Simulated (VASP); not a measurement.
Runs of VASP 6.6.1 on Al2Au. The structure is that of space group Fm-3m (No. 225), or close to it. The cells are those of the table. 

| task | cell | k mesh for the DOS | occupations for the DOS | gap on the mesh (eV) | pressure (GPa) |
| --- | --- | --- | --- | --- | --- |
| single point | a = 4.370 Å, angles 60.0°, 3 atoms | - | - | none | -5.4 |
| single point | a = 4.198 Å, angles 60.0°, 3 atoms | - | - | none | (a) |
| single point | a = 4.153 Å, angles 60.0°, 3 atoms | - | - | none | 12.0 |
| single point | a = 4.362 Å, angles 60.0°, 3 atoms | - | - | none | -5.1 |
| single point | a = 4.107 Å, angles 60.0°, 3 atoms | - | - | none | (b) |
| single point | a = 4.328 Å, angles 60.0°, 3 atoms | - | - | none | -3.1 |
| single point | a = 4.242 Å, angles 60.0°, 3 atoms | - | - | none | 3.2 |

Alike in all rows: level PBE; potentials or basis VASP PAW PBE potentials, release 64 (Al, Au); no spin polarisation; k mesh 12 × 12 × 12; cutoff (eV) 520; smearing gaussian 0.1 eV.

Task: Fill in the values left out.

Result: (a) 7.2; (b) 17.8.

Caveats: spin-orbit coupling is left out, which moves the levels of the heavy elements.

A k mesh can miss the band edges, and the runs leave out spin-orbit coupling on Au.

A gap of «none» marks levels without a gap at the run's occupations.
